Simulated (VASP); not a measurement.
A run of VASP 6.6.1 is set up as follows.

The input INCAR:

```
PREC     = Accurate       # precision mode
ENCUT    = 520            # plane-wave cutoff, eV
EDIFF    = 1E-6           # SCF threshold, eV
ISMEAR   = -1             # smearing method
SIGMA    = 0.05           # smearing width, eV
LREAL    = F              # projectors in reciprocal space
LASPH    = T              # aspherical terms in the spheres
NELM     = 100            # most SCF steps
ALGO     = Normal         # electronic algorithm
ISIF     = 2              # what is computed and relaxed
LWAVE    = F              # write WAVECAR
LCHARG   = F              # write CHGCAR
GGA      = PE             # functional
NBANDS   = 11             # bands
```

File KPOINTS:

```
regular mesh
0
Gamma
  18 18 18
```

The input POSCAR:

```
Pd
1.0
    2.1395072324      0.0000000000      0.0000000000
    0.0000000000      2.1395072324      0.0000000000
    0.0000000000      0.0000000000      2.1395072324
Pd
1
Direct
    0.0000000000      0.0000000000      0.0000000000
```

Potentials or basis: VASP PAW PBE potentials, release 64 (Pd).

Run with:

```console
$ cat potpaw_PBE.64/Pd/POTCAR > POTCAR
$ mpirun -np 1 vasp_std > vasp.out
```

Task: Estimate the band gap on the k mesh.

Result: Zero (bands 5 and 6 overlap by 5.01 eV).

Task: Estimate the pressure.

Result: 338.6 GPa.

Caveat: the cell stands under pressure.
